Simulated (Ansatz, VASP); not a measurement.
**Pb: VASP beside Ansatz**

File INCAR:

```
SYSTEM = Pb
PREC = Accurate
ENCUT = 520
EDIFF = 1E-7
ISMEAR = -1
SIGMA = 0.1
LREAL = .False.
LASPH = .True.
NELM = 80
ALGO = Normal
ISIF = 2
LWAVE = .False.
LCHARG = .False.
GGA = RE
NBANDS = 28
```

Contents of KPOINTS:

```
Automatic mesh
0
Gamma
  7 7 10
  0 0 0
```

File POSCAR:

```
Pb
1.0
    5.9739964417      0.0000000000      0.0000000000
   -2.9869982209      5.1736326807      0.0000000000
    0.0000000000      0.0000000000      3.6060060493
Pb
3
Direct
    0.0000000000      0.0000000000      0.0000000000
    0.3333333333      0.6666666667      0.5000000000
    0.6666666667      0.3333333333      0.5000000000
```

Input for Ansatz:

```yaml
crystal:
  lattice:
    - [5.9739964417, 0.0, 0.0]
    - [-2.9869982209, 5.1736326807, 0.0]
    - [0.0, 0.0, 3.6060060493]
  atoms:
    - { symbol: Pb, position: [0.0, 0.0, 0.0] }
    - { symbol: Pb, position: [0.3333333333, 0.6666666667, 0.5] }
    - { symbol: Pb, position: [0.6666666667, 0.3333333333, 0.5] }
hamiltonian:
  xc: revpbe
  pseudopotentials:
    kind: paw
    azcp:
      Pb: "pseudopotentials/Pb.paw.azcp"
basis:
  ecutwfc: 420
  fft_grid_basis: typed
kpoints:
  mp_grid: { grid: [7, 7, 10], shift: [0, 0, 0] }
magnetization:
  spin_polarized: false
scf:
  occupations: { method: fermi_dirac, width: 0.1 }
  lower_state_search: "off"
output:
  stress: true
```

Alike in both runs: task single point; functional revPBE; k mesh 7 × 7 × 10; occupations fermi-dirac, width 0.1 eV; no spin polarisation.

```csv
,VASP,Ansatz
version,VASP 6.6.1,Ansatz 0.2.0
potentials or method,"VASP PAW PBE potentials, release 64 (Pb_d), cutoff 520 eV","plane waves (420 eV) with PAW, scalar-relativistic"
valence electrons in the cell,42,42
```

```csv
,VASP,Ansatz,Ansatz less VASP
pressure (GPa),-3.0,-3.0,+0.05
"traceless stress, the component that is largest in VASP (GPa)",-0.41,-0.41,+0.002
```

VASP's potentials were made for PBE, not for revPBE.

Neither program's run includes spin-orbit coupling.
